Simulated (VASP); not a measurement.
**SrCl2: electric field gradients with LDA**

SrCl2:

```
Sr Cl
1.0
     0.06971    3.52035    3.52035
     3.52035    0.06971    3.52035
     3.52035    3.52035    0.06971
Sr Cl
1 2
Cartesian
  0.0000 0.0000 0.0000
  1.7776 1.7776 1.7776
  5.3328 5.3328 5.3328
```

This cell differs from its parent crystal: equal xy, yz and zx shear strains of +2 %.

```yaml
Program: VASP 6.6.1
Task: electric field gradients
Functional: LDA
Potentials_or_basis: VASP PAW LDA potentials, release 64 (Sr_sv, Cl)
Cutoff: 520 eV
k_mesh: 8 × 8 × 8
Occupations: fermi-dirac, width 0.01 eV
Spin: no spin polarisation
Dipole_correction: no
Further_INCAR_settings: ALGO = Normal; EDIFF = 1e-08; NBANDS = 19
```

The pressure is -2.6 GPa and the largest force is 0.059 eV/Å. The band gap on the k mesh is 4.90 eV, indirect (least direct gap 5.15 eV).

Forces in eV/Å, atoms in the order of the input:
```
Sr   0.000  0.000  0.000
Cl  -0.034 -0.034 -0.034
Cl   0.034  0.034  0.034
```

Stress tensor (GPa, compression positive):
```
-2.60 -0.23 -0.23
-0.23 -2.60 -0.23
-0.23 -0.23 -2.60
```

Levels at points of the mesh, in eV from the valence-band top:
```
           k point  band 10  band 11  band 12  band 13  band 14  band 15
(0.00, 0.00, 0.00)    -0.36    -0.36    -0.32     4.90     5.82     5.82
(0.50, 0.00, 0.00)    -1.38    -1.10    -1.07     6.40     6.52     7.33
(0.50, 0.50, 0.00)    -0.47    -0.38     0.00     5.15     6.80     7.36
(0.50, 0.50, 0.50)    -1.39    -1.06    -1.06     6.41     6.41     7.22
```

Electric field gradients, principal values (V/Å²):
```csv
atom,least,middle,greatest (by size)
1 Sr,-6.551,-6.551,13.101
2 Cl,-0.141,-0.141,0.282
3 Cl,-0.141,-0.141,0.282
```

Wall time 68 s on 1 thread of Intel(R) Xeon(R) Platinum 8488C (Sapphire Rapids), on a shared host, peak memory 0.25 GiB.

Caveat: the cell differs from its parent crystal (equal xy, yz and zx shear strains of +2 %); without QUAD_EFG the Cq values of the log hold for a quadrupole moment of 1 mb, not for the nuclei. A k mesh can miss the band edges.
